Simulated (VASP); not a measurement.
# Ir (P6_3/mmc) in VASP: a series of runs

Ir is run at these levels: r2SCAN; tasks: single point.

Program: VASP 6.6.1. These are calculated values, not measurements. Logs are shortened: lines on timing, memory, paths and dates and some standing lists are left out, and cuts for length are marked.

## (1) The cell of the first run

It takes space group P6_3/mmc (No. 194, hexagonal). The conventional cell has a = 2.639 Å, b = 2.639 Å, c = 4.166 Å, α = 90.00°, β = 90.00°, γ = 120.00°. Within 3.4 Å of Ir (site symmetry -6m2) lie 12 Ir at 2.58 to 2.64 Å.

This isn't the form of Ir at room conditions, which is fcc.

## (2) Single point, r2SCAN

Contents of POSCAR:

```
Ir
1.0
    2.6390622030      0.0000000000      0.0000000000
   -1.3195311015      2.2854949100      0.0000000000
    0.0000000000      0.0000000000      4.1657580652
Ir
2
Direct
    0.3333333333      0.6666666667      0.2500000000
    0.6666666667      0.3333333333      0.7500000000
```

Contents of INCAR.step1:

```
SYSTEM = Ir
  PREC = Accurate
  ENCUT = 520
  ISMEAR = 0
  SIGMA = 0.1
  LREAL = .FALSE.
  LASPH = .TRUE.
  NELM = 100
  NBANDS = 16
  GGA = PE
  ALGO = Normal
  EDIFF = 1E-4
  LWAVE = .TRUE.
  LCHARG = .FALSE.
```

Contents of INCAR.step2:

```
SYSTEM = Ir
  PREC = Accurate
  ENCUT = 520
  EDIFF = 1E-7
  ISMEAR = 0
  SIGMA = 0.1
  LREAL = .FALSE.
  LASPH = .TRUE.
  NELM = 100
  ALGO = Normal
  ISIF = 2
  LWAVE = .FALSE.
  LCHARG = .FALSE.
  METAGGA = R2SCAN
  LMIXTAU = .TRUE.
  NBANDS = 16
  ISTART = 1
```

Contents of KPOINTS:

```
Automatic mesh
0
G
  6 6 4
  0 0 0
```

Potentials or basis: VASP PAW PBE potentials, release 64 (Ir).

Launch:

```sh
> cat potpaw_PBE.64/Ir/POTCAR > POTCAR
> cp INCAR.step1 INCAR
> mpirun -np 1 vasp_std > vasp.out
> cp INCAR.step2 INCAR
> mpirun -np 1 vasp_std > vasp.out
```

OUTCAR:

```text
SYSTEM = Ir
   PREC = Accurate
   ENCUT = 520
   EDIFF = 1E-7
   ISMEAR = 0
   LREAL = .FALSE.
   LASPH = .TRUE.
   NELM = 100
   ISIF = 2
   METAGGA = R2SCAN
   ISTART = 1

 ion  position               nearest neighbor table
   1  0.333  0.667  0.250-   2 2.58   2 2.58   2 2.58   2 2.58   2 2.58   2 2.58
   2  0.667  0.333  0.750-   1 2.58   1 2.58   1 2.58   1 2.58   1 2.58   1 2.58

  LATTYP: Found a hexagonal cell.
 ALAT       =     2.6390622030
 C/A-ratio  =     1.5784993853

  Lattice vectors:

 A1 = (   2.6390622030,   0.0000000000,   0.0000000000)
 A2 = (  -1.3195311015,   2.2854949100,   0.0000000000)
 A3 = (   0.0000000000,   0.0000000000,   4.1657580652)

Analysis of symmetry for initial positions (statically):
=====================================================================
 Subroutine PRICEL returns:
 Original cell was already a primitive cell.

 Routine SETGRP: Setting up the symmetry group for a
 hexagonal supercell.

 Subroutine GETGRP returns: Found 24 space group operations
 (whereof 12 operations were pure point group operations)
 out of a pool of 24 trial point group operations.

The static configuration has the point symmetry D_3d.
 The point group associated with its full space group is D_6h.

Analysis of symmetry for dynamics (positions and initial velocities):
=====================================================================
 Subroutine PRICEL returns:
 Original cell was already a primitive cell.

 Routine SETGRP: Setting up the symmetry group for a
 hexagonal supercell.

 Subroutine GETGRP returns: Found 24 space group operations
 (whereof 12 operations were pure point group operations)
 out of a pool of 24 trial point group operations.

The dynamic configuration has the point symmetry D_3d.
 The point group associated with its full space group is D_6h.

 Subroutine INISYM returns: Found 24 space group operations
 (whereof 12 operations are pure point group operations),
 and found     1 'primitive' translations

----------------------------------------------------------------------------------------

                                     Primitive cell

  volume of cell :      25.1260

  direct lattice vectors                    reciprocal lattice vectors
     2.639062203  0.000000000  0.000000000     0.378922482  0.218770997  0.000000000
    -1.319531101  2.285494910  0.000000000     0.000000000  0.437541994  0.000000000
     0.000000000  0.000000000  4.165758065     0.000000000  0.000000000  0.240052347

  length of vectors
     2.639062203  2.639062203  4.165758065     0.437541994  0.437541994  0.240052347

  position of ions in fractional coordinates (direct lattice)
     0.333333333  0.666666667  0.250000000
     0.666666667  0.333333333  0.750000000

  ion indices of the primitive-cell ions
   primitive index   ion index
                 1           1
                 2           2

----------------------------------------------------------------------------------------

 KPOINTS: Automatic mesh

Automatic generation of k-mesh.
 Grid dimensions read from file:
 generate k-points for:    6    6    4

 Generating k-lattice:

  Cartesian coordinates                     Fractional coordinates (reciprocal lattice)
     0.063153747  0.036461833  0.000000000     0.166666667  0.000000000  0.000000000
     0.000000000  0.072923666  0.000000000     0.000000000  0.166666667  0.000000000
     0.000000000  0.000000000  0.060013087     0.000000000  0.000000000  0.250000000

  Length of vectors
     0.072923666  0.072923666  0.060013087

  Shift w.r.t. Gamma in fractional coordinates (k-lattice)
     0.000000000  0.000000000  0.000000000

 Subroutine IBZKPT returns following result:
 ===========================================

 Found     21 irreducible k-points:

 Following reciprocal coordinates:
            Coordinates               Weight
  0.000000  0.000000  0.000000      1.000000
  0.166667  0.000000  0.000000      6.000000
  0.333333  0.000000  0.000000      6.000000
  0.500000  0.000000  0.000000      3.000000
  0.166667  0.166667  0.000000      6.000000
  0.333333  0.166667  0.000000     12.000000
[... 13 lines left out ...]
  0.333333  0.166667  0.500000     12.000000
  0.333333  0.333333  0.500000      2.000000
   k-points           NKPTS =     21   k-points in BZ     NKDIM =     21   number of bands    NBANDS=     16
   number of dos      NEDOS =    301   number of ions     NIONS =      2
   total plane-waves  NPLWV =  12800
   dimension x,y,z NGX =    20 NGY =   20 NGZ =   32
   dimension x,y,z NGXF=    40 NGYF=   40 NGZF=   64
   ions per type =               2
   NGX,Y,Z   is equivalent  to a cutoff of  12.60, 12.60, 12.77 a.u.
   NGXF,Y,Z  is equivalent  to a cutoff of  25.20, 25.20, 25.54 a.u.
 SYSTEM =  Ir
   PREC   = accura    normal or accurate (medium, high low for compatibility)
   ISTART =      1    job   : 0-new  1-cont  2-samecut
   ICHARG =      0    charge: 1-file 2-atom 10-const
   ISPIN  =      1    spin polarized calculation?
   LNONCOLLINEAR =      F non collinear calculations
   LSORBIT =      F    spin-orbit coupling
   LASPH  =      T    aspherical Exc in radial PAW
   ENCUT  =  520.0 eV  38.22 Ry    6.18 a.u.   4.91  4.91  7.75*2*pi/ulx,y,z
   NELM   =    100;   NELMIN=  2; NELMDL=  0     # of ELM steps
   EDIFF  = 0.1E-06   stopping-criterion for ELM
   LREAL  =      F    real-space projection
   EDIFFG = 0.1E-05   stopping-criterion for IOM
   NSW    =      0    number of steps for IOM
   IBRION =     -1    ionic relax: 0-MD 1-quasi-New 2-CG
   NFREE  =      0    steps in history (QN), initial steepest desc. (CG)
   ISIF   =      2    stress and relaxation
   ISYM   =      2    0-nonsym 1-usesym 2-fastsym
   POTIM  = 0.5000    time-step for ionic-motion
   TEBEG  =    0.0;   TEEND  =   0.0 temperature during run
   PSTRESS=    0.0 pullay stress
   NELECT =      18.0000    total number of electrons
   NUPDOWN=      -1.0000    fix difference up-down
   EMIN   =  10.00;   EMAX   =-10.00  energy-range for DOS
   EFERMI =   0.00;   METHOD = LEGACY
   ISMEAR =     0;   SIGMA  =   0.10  broadening in eV -4-tet -1-fermi 0-gaus
   EFERMI_NEDOS =   21; number of points for ismear=-14 and -15
   IALGO  =     38    algorithm
   IMIX   =      4    mixing-type and parameters
     AMIX     =   0.40;   BMIX     =  1.00
     AMIX_MAG =   1.60;   BMIX_MAG =  1.00
  volume/ion in A,a.u.               =      12.56        84.78
  Fermi-wavevector in a.u.,A,eV,Ry     =   1.464843  2.768152 29.194898  2.145764
  Thomas-Fermi vector in A             =   2.580771
   LORBIT       =      0    0 simple, 1 ext, 2 COOP (PROOUT), +10 PAW based schemes
   METAGGA = R2SCAN    functional components
   LHFCALC =     F    Hartree Fock is set to
   AEXX    =    0.0000 exact exchange contribution
   IVDW    =     0    specifies the selected vdW correction
   LEPSILON=     F    determine dielectric tensor
   LRPA    =     F    only Hartree local field effects (RPA)
 non-spin polarized calculation
 Gauss-broadening in eV      SIGMA  =   0.10
  energy-cutoff  :      520.00
  volume of cell :       25.13
 maximum number of plane-waves:       699
 NGX is ok and might be reduce to    20
   NGX =  9   NGY =  9   NGZ = 15

 number of electron      17.9999999 magnetization

 Free energy of the ion-electron system (eV)
  ---------------------------------------------------
  ext. energy  EPLUGINS =         0.00000000
  ---------------------------------------------------
  free energy    TOTEN  =      -103.84331486 eV

  energy without entropy =     -103.83386810  energy(sigma->0) =     -103.83859148

 E-fermi :  12.3726     XC(G=0): -16.1683

 val. band max:       12.3199026195   @ k =   0.3333   0.1667   0.2500
 cond. band min:      12.4838437179   @ k =   0.3333   0.0000   0.5000
 fundamental gap:      0.1639410984
 Fermi energy:        12.3725808301

 k-point     1 :       0.0000    0.0000    0.0000
  band No.  band energies     occupation
      1      -0.5240      2.00000
      2       2.6106      2.00000
      3       7.6973      2.00000
      4       7.6973      2.00000
      5       7.9203      2.00000
      6       8.6162      2.00000
[... 8 lines left out ...]
     15      30.1330      0.00000
     16      31.3440      0.00000

 k-point     2 :       0.1667    0.0000    0.0000
  band No.  band energies     occupation
      1       0.6685      2.00000
      2       3.5401      2.00000
      3       6.4855      2.00000
      4       7.5476      2.00000
      5       8.0131      2.00000
      6       8.5389      2.00000
[... 8 lines left out ...]
     15      31.0181      0.00000
     16      32.1815      0.00000

 k-point     3 :       0.3333    0.0000    0.0000
  band No.  band energies     occupation
      1       2.8970      2.00000
      2       3.6972      2.00000
      3       4.9246      2.00000
      4       6.9002      2.00000
      5       7.4976      2.00000
      6       8.1894      2.00000
[... 8 lines left out ...]
     15      27.7561      0.00000
     16      28.1389      0.00000

 k-point     4 :       0.5000    0.0000    0.0000
  band No.  band energies     occupation
      1       3.1131      2.00000
      2       3.5324      2.00000
      3       3.9618      2.00000
      4       7.0744      2.00000
      5       8.2450      2.00000
      6       8.2841      2.00000
[... 8 lines left out ...]
     15      24.8738      0.00000
     16      25.9112      0.00000

 k-point     5 :       0.1667    0.1667    0.0000
  band No.  band energies     occupation
      1       2.6142      2.00000
      2       4.6605      2.00000
      3       5.4915      2.00000
      4       5.6343      2.00000
      5       7.3356      2.00000
      6       7.8551      2.00000
[... 8 lines left out ...]
     15      27.0337      0.00000
     16      29.8182      0.00000

 k-point     6 :       0.3333    0.1667    0.0000
  band No.  band energies     occupation
      1       4.1426      2.00000
      2       4.1759      2.00000
      3       4.2236      2.00000
      4       6.7502      2.00000
      5       6.9574      2.00000
      6       8.1948      2.00000
[... 8 lines left out ...]
     15      25.3983      0.00000
     16      28.4032      0.00000

 k-point     7 :       0.3333    0.3333    0.0000
  band No.  band energies     occupation
      1       3.8415      2.00000
      2       5.2422      2.00000
      3       5.2422      2.00000
      4       6.1613      2.00000
      5       7.2939      2.00000
      6       7.2939      2.00000
[... 8 lines left out ...]
     15      28.4078      0.00000
     16      28.4078      0.00000

 k-point     8 :       0.0000    0.0000    0.2500
  band No.  band energies     occupation
      1       0.3215      2.00000
      2       2.7373      2.00000
      3       7.3680      2.00000
      4       7.3680      2.00000
      5       7.4947      2.00000
      6       8.1340      2.00000
[... 8 lines left out ...]
     15      29.2774      0.00000
     16      32.7550      0.00000

 k-point     9 :       0.1667    0.0000    0.2500
  band No.  band energies     occupation
      1       1.4065      2.00000
      2       3.7820      2.00000
      3       6.4797      2.00000
      4       6.6334      2.00000
      5       7.3143      2.00000
      6       8.0328      2.00000
[... 8 lines left out ...]
     15      30.3773      0.00000
     16      31.3740      0.00000
[... 115 lines left out ...]
 k-point    16 :       0.1667    0.0000    0.5000
  band No.  band energies     occupation
      1       3.1441      2.00000
      2       3.1441      2.00000
      3       6.0115      2.00000
      4       6.0115      2.00000
      5       7.5924      2.00000
      6       7.5924      2.00000
[... 8 lines left out ...]
     15      30.7283      0.00000
     16      30.7283      0.00000

 k-point    17 :       0.3333    0.0000    0.5000
  band No.  band energies     occupation
      1       3.3670      2.00000
      2       3.3670      2.00000
      3       5.5597      2.00000
      4       5.5597      2.00000
      5       8.9936      2.00000
      6       8.9936      2.00000
[... 8 lines left out ...]
     15      29.9705      0.00000
     16      29.9705      0.00000

 k-point    18 :       0.5000    0.0000    0.5000
  band No.  band energies     occupation
      1       2.9509      2.00000
      2       2.9509      2.00000
      3       5.1664      2.00000
      4       5.1664      2.00000
      5       9.6836      2.00000
      6       9.6836      2.00000
[... 8 lines left out ...]
     15      29.9814      0.00000
     16      29.9814      0.00000

 k-point    19 :       0.1667    0.1667    0.5000
  band No.  band energies     occupation
      1       3.9414      2.00000
      2       3.9414      2.00000
      3       6.0023      2.00000
      4       6.0023      2.00000
      5       6.9804      2.00000
      6       6.9804      2.00000
[... 8 lines left out ...]
     15      30.4091      0.00000
     16      30.4091      0.00000

 k-point    20 :       0.3333    0.1667    0.5000
  band No.  band energies     occupation
      1       3.7295      2.00000
      2       3.7295      2.00000
      3       5.7909      2.00000
      4       5.7909      2.00000
      5       8.0238      2.00000
      6       8.0238      2.00000
[... 8 lines left out ...]
     15      28.0835      0.00000
     16      28.0835      0.00000

 k-point    21 :       0.3333    0.3333    0.5000
  band No.  band energies     occupation
      1       4.6496      2.00000
      2       4.6496      2.00000
      3       5.7275      2.00000
      4       5.7275      2.00000
      5       7.4469      2.00000
      6       7.4469      2.00000
[... 8 lines left out ...]
     15      24.0231      0.00000
     16      24.0231      0.00000

------------------------ aborting loop because EDIFF is reached ----------------------------------------

  FORCE on cell =-STRESS in cart. coord.  units (eV):
  Direction    XX          YY          ZZ          XY          YZ          ZX
  --------------------------------------------------------------------------------------
  -------------------------------------------------------------------------------------
  Total       10.3745841     10.3745841     12.5020618     -0.0000000      0.0000000      0.0000000
  in kB      661.5418895    661.5418895    797.2018460     -0.0000000      0.0000000      0.0000000
  external PRESSURE =     706.7618750 kB  Pullay stress =       0.0000000 kB

 VOLUME and BASIS-vectors are now :
 -----------------------------------------------------------------------------
  energy-cutoff  :      520.00
  volume of cell :       25.13
      direct lattice vectors                 reciprocal lattice vectors
     2.639062203  0.000000000  0.000000000     0.378922482  0.218770997  0.000000000
    -1.319531101  2.285494910  0.000000000     0.000000000  0.437541994  0.000000000
     0.000000000  0.000000000  4.165758065     0.000000000  0.000000000  0.240052347

 POSITION                                       TOTAL-FORCE (eV/Angst)
 -----------------------------------------------------------------------------------
     -0.00000      1.52366      1.04144         0.000000      0.000000      0.000000
      1.31953      0.76183      3.12432        -0.000000      0.000000      0.000000
 -----------------------------------------------------------------------------------
    total drift:                               -0.000000      0.000000     -0.000000

  FREE ENERGIE OF THE ION-ELECTRON SYSTEM (eV)
  ---------------------------------------------------
  free  energy   TOTEN  =      -103.8433148574 eV

  energy  without entropy=     -103.8338680973  energy(sigma->0) =     -103.83859148
```

Wall time 51 s (1 thread of Intel Xeon 8259CL, shared host); peak memory 0.14 GiB.

What came out:

- Free energy: -103.8433 eV
- Pressure: 70.7 GPa
- Band gap on the k mesh: zero (bands 9 and 10 overlap by 4.26 eV)

Caveat: the k points lie up to 0.46 Å⁻¹ apart, too coarse for converged energies and pressures of a metal; the PAW data sets were made with another functional, which shifts forces and pressure a little; spin-orbit coupling is left out, which moves the levels of the heavy elements.

## (3) Single point, r2SCAN

This run uses another cell than the first one, of 14.27 Å³/atom.

Contents of POSCAR:

```
Ir
1.0
    2.7226443278      0.0000000000      0.0000000000
   -1.3613221639      2.3578791533      0.0000000000
    0.0000000000      0.0000000000      4.4448990357
Ir
2
Direct
    0.3333333333      0.6666666667      0.2500000000
    0.6666666667      0.3333333333      0.7500000000
```

Contents of INCAR.step1:

```
SYSTEM = Ir
PREC = Accurate ; ENCUT = 520
ISMEAR = 0 ; SIGMA = 0.1
LREAL = .False. ; LASPH = .True.
NELM = 100 ; NBANDS = 16
GGA = PE ; ALGO = Normal
EDIFF = 1E-4 ; LWAVE = .True.
LCHARG = .False.
```

Contents of INCAR.step2:

```
SYSTEM = Ir
PREC = Accurate ; ENCUT = 520
EDIFF = 1E-6 ; ISMEAR = 0
SIGMA = 0.1 ; LREAL = .False.
LASPH = .True. ; NELM = 100
ALGO = Normal ; ISIF = 2
LWAVE = .False. ; LCHARG = .True.
METAGGA = R2SCAN ; LMIXTAU = .True.
LELF = .True. ; LVHAR = .True.
NBANDS = 16 ; ISTART = 1
```

Contents of KPOINTS:

```
regular mesh
0
Gamma
  12 12 6
  0 0 0
```

Potentials or basis: VASP PAW PBE potentials, release 64 (Ir).

Launch:

```sh
> cat potpaw_PBE.64/Ir/POTCAR > POTCAR
> cp INCAR.step1 INCAR
> mpirun -np 1 vasp_std > vasp.out
> cp INCAR.step2 INCAR
> mpirun -np 1 vasp_std > vasp.out
```

Wall time 2.4 min (1 thread of Intel Xeon 8259CL, shared host); peak memory 0.17 GiB.

The run converged. Its results:

```yaml
Free_energy: -104.5678 eV
Pressure: 2.3 GPa
Band_gap_on_the_k_mesh: zero (bands 9 and 10 overlap by 3.45 eV)
```

Stress tensor (GPa, compression positive):
```
2.18 0.00 0.00
0.00 2.18 0.00
0.00 0.00 2.55
```

Levels at points of the mesh, in eV from the Fermi level:
```tsv
k point	band 7	band 8	band 9	band 10	band 11	band 12
(0.00, 0.00, 0.00)	-3.30	-2.41	-2.41	-0.84	0.27	0.27
(0.50, 0.00, 0.00)	-3.12	0.77	0.94	1.17	3.08	4.62
(0.00, 0.00, 0.50)	-4.07	-4.07	-0.50	-0.50	-0.50	-0.50
(0.50, 0.00, 0.50)	-0.97	-0.97	1.01	1.01	2.10	2.10
```

Caveat: the PAW data sets were made with another functional, which shifts forces and pressure a little; spin-orbit coupling is left out, which moves the levels of the heavy elements.

(Continued in part 2 of 2.)
